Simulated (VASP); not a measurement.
# CdHg2Se3 (C2) in VASP: single point with PBE

Aim: the single point of CdHg2Se3 with PBE.

Program: VASP 6.6.1. These are calculated values, not measurements. Logs are shortened: lines on timing, memory, paths and dates and some standing lists are left out, and cuts for length are marked.

## 1. The cell of the first run

The structure is monoclinic, space group C2 (No. 5). The conventional cell has a = 7.353 Å, b = 4.733 Å, c = 10.064 Å, α = 90.00°, β = 95.62°, γ = 90.00°. Within 3.5 Å of Cd (site symmetry 2) lie 4 Se at 2.68 to 2.76 Å. Hg (site symmetry 1) has 2 Se at 2.51 to 2.52 Å within 3.3 Å. Within 3.3 Å of Se (site symmetry 1) lie 1 Hg at 2.51 Å and 2 Cd at 2.68 to 2.76 Å. Within 3.3 Å of Se (site symmetry 2) lie 2 Hg at 2.52 Å.

## 2. Single point, PBE

Contents of INCAR:

```
PREC = Accurate
ENCUT = 520
EDIFF = 1E-6
ISMEAR = 0
SIGMA = 0.02
LREAL = F
LASPH = T
NELM = 100
ALGO = Normal
ISIF = 2
LWAVE = F
LCHARG = F
GGA = PE
NBANDS = 36
```

Contents of KPOINTS:

```
Automatic mesh
0
Gamma
  8 8 4
```

Contents of POSCAR:

```
CdHg2Se3
1.0
    3.6762604083     -2.3664496692      0.0053415240
    3.6762604083      2.3664496692      0.0053415240
   -1.0006212014      0.0000000000     10.0137647592
Cd Hg Se
1 2 3
Direct
    0.3626763838      0.6373236162      0.5000000000
    0.7179739348      0.0038529631      0.8293693201
    0.9961470369      0.2820260652      0.1706306799
    0.4655528964      0.0533701020      0.3459248118
    0.9466298980      0.5344471036      0.6540751882
    0.5110198501      0.4889801499      0.0000000000
```

Potentials or basis: VASP PAW PBE potentials, release 64 (Cd, Hg, Se).

Started as:

```
> cat potpaw_PBE.64/Cd/POTCAR potpaw_PBE.64/Hg/POTCAR potpaw_PBE.64/Se/POTCAR > POTCAR
> mpirun -np 1 vasp_std > vasp.out
```

OUTCAR:

```text
PREC = Accurate
   ENCUT = 520
   EDIFF = 1E-6
   ISMEAR = 0
   LREAL = F
   LASPH = T
   NELM = 100
   ISIF = 2
   GGA = PE

 ion  position               nearest neighbor table
   1  0.363  0.637  0.500-   4 2.68   5 2.68   5 2.76   4 2.76
   2  0.718  0.004  0.829-   5 2.51   6 2.52   3 3.82
   3  0.996  0.282  0.171-   4 2.51   6 2.52   2 3.82
   4  0.466  0.053  0.346-   3 2.51   1 2.68   1 2.76
   5  0.947  0.534  0.654-   2 2.51   1 2.68   1 2.76
   6  0.511  0.489  0.000-   2 2.52   3 2.52

  LATTYP: Found a base centered monoclinic cell.
 ALAT       =     7.3525285777
 B/A-ratio  =     0.6437104308
 C/A-ratio  =     1.3687310157
 COS(beta)  =    -0.0979835310

  Lattice vectors:

 A1 = (   3.6762604083,  -2.3664496692,   0.0053415240)
 A2 = (   3.6762604083,   2.3664496692,   0.0053415240)
 A3 = (  -1.0006212014,   0.0000000000,  10.0137647592)

Analysis of symmetry for initial positions (statically):
=====================================================================
 Subroutine PRICEL returns:
 Original cell was already a primitive cell.

 Routine SETGRP: Setting up the symmetry group for a
 base centered monoclinic supercell.

 Subroutine GETGRP returns: Found  2 space group operations
 (whereof  2 operations were pure point group operations)
 out of a pool of  4 trial point group operations.

The static configuration has the point symmetry C_2 .

Analysis of symmetry for dynamics (positions and initial velocities):
=====================================================================
 Subroutine PRICEL returns:
 Original cell was already a primitive cell.

 Routine SETGRP: Setting up the symmetry group for a
 base centered monoclinic supercell.

 Subroutine GETGRP returns: Found  2 space group operations
 (whereof  2 operations were pure point group operations)
 out of a pool of  4 trial point group operations.

The dynamic configuration has the point symmetry C_2 .

 Subroutine INISYM returns: Found  2 space group operations
 (whereof  2 operations are pure point group operations),
 and found     1 'primitive' translations

----------------------------------------------------------------------------------------

                                     Primitive cell

  volume of cell :     174.2585

  direct lattice vectors                    reciprocal lattice vectors
     3.676260408 -2.366449669  0.005341524     0.135988032 -0.211286978  0.013588546
     3.676260408  2.366449669  0.005341524     0.135988032  0.211286978  0.013588546
    -1.000621201  0.000000000 10.013764759    -0.000145077  0.000000000  0.099848045

  length of vectors
     4.372070809  4.372070809 10.063633908     0.251633822  0.251633822  0.099848150

  position of ions in fractional coordinates (direct lattice)
     0.362676384  0.637323616  0.500000000
     0.717973935  0.003852963  0.829369320
     0.996147037  0.282026065  0.170630680
     0.465552896  0.053370102  0.345924812
     0.946629898  0.534447104  0.654075188
     0.511019850  0.488980150  0.000000000

  ion indices of the primitive-cell ions
   primitive index   ion index
                 1           1
                 2           2
                 3           3
                 4           4
                 5           5
                 6           6

----------------------------------------------------------------------------------------

 KPOINTS: Automatic mesh

Automatic generation of k-mesh.
 Grid dimensions read from file:
 generate k-points for:    8    8    4

 Generating k-lattice:

  Cartesian coordinates                     Fractional coordinates (reciprocal lattice)
     0.016998504 -0.026410872  0.001698568     0.125000000 -0.000000000  0.000000000
     0.016998504  0.026410872  0.001698568    -0.000000000  0.125000000  0.000000000
    -0.000036269  0.000000000  0.024962011     0.000000000  0.000000000  0.250000000

  Length of vectors
     0.031454228  0.031454228  0.024962038

  Shift w.r.t. Gamma in fractional coordinates (k-lattice)
     0.000000000  0.000000000  0.000000000

 Subroutine IBZKPT returns following result:
 ===========================================

 Found     78 irreducible k-points:

 Following reciprocal coordinates:
            Coordinates               Weight
  0.000000  0.000000  0.000000      1.000000
  0.125000  0.000000  0.000000      4.000000
  0.250000  0.000000  0.000000      4.000000
  0.375000  0.000000  0.000000      4.000000
  0.500000  0.000000  0.000000      2.000000
  0.125000  0.125000  0.000000      2.000000
[... 16 lines left out ...]
  0.125000 -0.000000  0.250000      4.000000
  0.250000 -0.000000  0.250000      4.000000
 [... further k-points ...]
   k-points           NKPTS =     78   k-points in BZ     NKDIM =     78   number of bands    NBANDS=     36
   number of dos      NEDOS =    301   number of ions     NIONS =      6
   total plane-waves  NPLWV = 103680
   dimension x,y,z NGX =    36 NGY =   36 NGZ =   80
   dimension x,y,z NGXF=    72 NGYF=   72 NGZF=  160
   ions per type =               1   2   3
   NGX,Y,Z   is equivalent  to a cutoff of  13.69, 13.69, 13.22 a.u.
   NGXF,Y,Z  is equivalent  to a cutoff of  27.38, 27.38, 26.43 a.u.
 SYSTEM =  unknown system
   PREC   = accura    normal or accurate (medium, high low for compatibility)
   ISTART =      0    job   : 0-new  1-cont  2-samecut
   ICHARG =      2    charge: 1-file 2-atom 10-const
   ISPIN  =      1    spin polarized calculation?
   LNONCOLLINEAR =      F non collinear calculations
   LSORBIT =      F    spin-orbit coupling
   LASPH  =      T    aspherical Exc in radial PAW
   ENCUT  =  520.0 eV  38.22 Ry    6.18 a.u.   8.13  8.13 18.71*2*pi/ulx,y,z
   NELM   =    100;   NELMIN=  2; NELMDL= -5     # of ELM steps
   EDIFF  = 0.1E-05   stopping-criterion for ELM
   LREAL  =      F    real-space projection
   EDIFFG = 0.1E-04   stopping-criterion for IOM
   NSW    =      0    number of steps for IOM
   IBRION =     -1    ionic relax: 0-MD 1-quasi-New 2-CG
   NFREE  =      0    steps in history (QN), initial steepest desc. (CG)
   ISIF   =      2    stress and relaxation
   ISYM   =      2    0-nonsym 1-usesym 2-fastsym
   POTIM  = 0.5000    time-step for ionic-motion
   TEBEG  =    0.0;   TEEND  =   0.0 temperature during run
   PSTRESS=    0.0 pullay stress
   NELECT =      54.0000    total number of electrons
   NUPDOWN=      -1.0000    fix difference up-down
   EMIN   =  10.00;   EMAX   =-10.00  energy-range for DOS
   EFERMI =   0.00;   METHOD = LEGACY
   ISMEAR =     0;   SIGMA  =   0.02  broadening in eV -4-tet -1-fermi 0-gaus
   EFERMI_NEDOS =   21; number of points for ismear=-14 and -15
   IALGO  =     38    algorithm
   IMIX   =      4    mixing-type and parameters
     AMIX     =   0.40;   BMIX     =  1.00
     AMIX_MAG =   1.60;   BMIX_MAG =  1.00
  volume/ion in A,a.u.               =      29.04       195.99
  Fermi-wavevector in a.u.,A,eV,Ry     =   1.107834  2.093503 16.698384  1.227297
  Thomas-Fermi vector in A             =   2.244354
   LORBIT       =      0    0 simple, 1 ext, 2 COOP (PROOUT), +10 PAW based schemes
   GGA     = PE    functional components
   LHFCALC =     F    Hartree Fock is set to
   AEXX    =    0.0000 exact exchange contribution
   IVDW    =     0    specifies the selected vdW correction
   LEPSILON=     F    determine dielectric tensor
   LRPA    =     F    only Hartree local field effects (RPA)
 non-spin polarized calculation
 Gauss-broadening in eV      SIGMA  =   0.02
  energy-cutoff  :      520.00
  volume of cell :      174.26
 maximum number of plane-waves:      4728
 NGX is ok and might be reduce to    36
   NGX = 17   NGY = 17   NGZ = 37

 number of electron      54.0000004 magnetization

 Free energy of the ion-electron system (eV)
  ---------------------------------------------------
  ext. energy  EPLUGINS =         0.00000000
  ---------------------------------------------------
  free energy    TOTEN  =       -13.37691109 eV

  energy without entropy =      -13.37691109  energy(sigma->0) =      -13.37691109

 E-fermi :   1.2159     XC(G=0):  -8.9968

 val. band max:        1.0726487333   @ k =   0.0000   0.0000   0.5000
 cond. band min:       2.0258760007   @ k =   0.0000   0.0000   0.0000
 fundamental gap:      0.9532272674
 Fermi energy:         1.2158622966

 k-point     1 :       0.0000    0.0000    0.0000
  band No.  band energies     occupation
      1     -11.7843      2.00000
      2     -11.1314      2.00000
      3     -11.1145      2.00000
      4      -6.8595      2.00000
      5      -6.7178      2.00000
      6      -6.6742      2.00000
[... 28 lines left out ...]
     35       7.1432      0.00000
     36       7.9797      0.00000

 k-point     2 :       0.1250    0.0000    0.0000
  band No.  band energies     occupation
      1     -11.7360      2.00000
      2     -11.1419      2.00000
      3     -11.0844      2.00000
      4      -6.8511      2.00000
      5      -6.7121      2.00000
      6      -6.6650      2.00000
[... 28 lines left out ...]
     35       7.2456      0.00000
     36       7.8651      0.00000

 k-point     3 :       0.2500    0.0000    0.0000
  band No.  band energies     occupation
      1     -11.6112      2.00000
      2     -11.1364      2.00000
      3     -11.0472      2.00000
      4      -6.8287      2.00000
      5      -6.7134      2.00000
      6      -6.6368      2.00000
[... 28 lines left out ...]
     35       7.2328      0.00000
     36       7.5923      0.00000

 k-point     4 :       0.3750    0.0000    0.0000
  band No.  band energies     occupation
      1     -11.4687      2.00000
      2     -11.1259      2.00000
      3     -11.0271      2.00000
      4      -6.8057      2.00000
      5      -6.7171      2.00000
      6      -6.6088      2.00000
[... 28 lines left out ...]
     35       7.4577      0.00000
     36       7.8325      0.00000

 k-point     5 :       0.5000    0.0000    0.0000
  band No.  band energies     occupation
      1     -11.4003      2.00000
      2     -11.1251      2.00000
      3     -11.0227      2.00000
      4      -6.7968      2.00000
      5      -6.7175      2.00000
      6      -6.5874      2.00000
[... 655 lines left out ...]
 k-point    22 :       0.0000    0.0000    0.2500
  band No.  band energies     occupation
      1     -11.7400      2.00000
      2     -11.3506      2.00000
      3     -10.9323      2.00000
      4      -6.8680      2.00000
      5      -6.7069      2.00000
      6      -6.6784      2.00000
[... 28 lines left out ...]
     35       7.2855      0.00000
     36       7.7538      0.00000

 k-point    23 :       0.1250   -0.0000    0.2500
  band No.  band energies     occupation
      1     -11.6844      2.00000
      2     -11.3501      2.00000
      3     -10.9209      2.00000
      4      -6.8589      2.00000
      5      -6.6969      2.00000
      6      -6.6706      2.00000
[... 28 lines left out ...]
     35       7.1134      0.00000
     36       7.4718      0.00000

 k-point    24 :       0.2500   -0.0000    0.2500
  band No.  band energies     occupation
      1     -11.5644      2.00000
      2     -11.2949      2.00000
      3     -10.9319      2.00000
      4      -6.8364      2.00000
      5      -6.7111      2.00000
      6      -6.6335      2.00000
[... 28 lines left out ...]
     35       7.1776      0.00000
     36       7.6986      0.00000

 [... further k-points ...]
[... 5 lines left out ...]
  --------------------------------------------------------------------------------------
  -------------------------------------------------------------------------------------
  Total        0.1800248      0.3866408      0.3967405      0.0000000      0.0000000      0.1286118
  in kB        1.6551938      3.5548747      3.6477340      0.0000000      0.0000000      1.1824896
  external PRESSURE =       2.9526008 kB  Pullay stress =       0.0000000 kB

 VOLUME and BASIS-vectors are now :
 -----------------------------------------------------------------------------
  energy-cutoff  :      520.00
  volume of cell :      174.26
      direct lattice vectors                 reciprocal lattice vectors
     3.676260408 -2.366449669  0.005341524     0.135988032 -0.211286978  0.013588546
     3.676260408  2.366449669  0.005341524     0.135988032  0.211286978  0.013588546
    -1.000621201  0.000000000 10.013764759    -0.000145077  0.000000000  0.099848045

 POSITION                                       TOTAL-FORCE (eV/Angst)
 -----------------------------------------------------------------------------------
      3.17595      0.64994      5.01222        -0.000000      0.004635     -0.000000
      1.82374     -1.68993      8.30896        -0.006232     -0.000815      0.004068
      4.52816     -1.68993      1.71548         0.006232     -0.000815     -0.004068
      1.56156     -0.97541      3.46678         0.018463     -0.045709      0.025982
      4.79034     -0.97541      6.55767        -0.018463     -0.045709     -0.025982
      3.67626     -0.05216      0.00534         0.000000      0.088414     -0.000000
 -----------------------------------------------------------------------------------
    total drift:                               -0.000000      0.000137     -0.000000

  FREE ENERGIE OF THE ION-ELECTRON SYSTEM (eV)
  ---------------------------------------------------
  free  energy   TOTEN  =       -13.3769110896 eV

  energy  without entropy=      -13.3769110896  energy(sigma->0) =      -13.37691109
```

It took 6.3 min on 1 thread of Intel Xeon Platinum 8375C at 2.90GHz (Ice Lake), shared host; peak memory 0.62 GiB.

What came out:

```yaml
Free_energy: -13.3769 eV
Pressure: 0.3 GPa
Largest_force: 0.088 eV/Å
Band_gap_on_the_k_mesh: 0.95 eV, indirect (least direct gap 0.98 eV)
```

Forces in eV/Å, atoms in the order of the input:
```
Cd   0.000  0.005  0.000
Hg  -0.006 -0.001  0.004
Hg   0.006 -0.001 -0.004
Se   0.018 -0.046  0.026
Se  -0.018 -0.046 -0.026
Se   0.000  0.088  0.000
```

Caveat: spin-orbit coupling is left out, which moves the levels of the heavy elements.
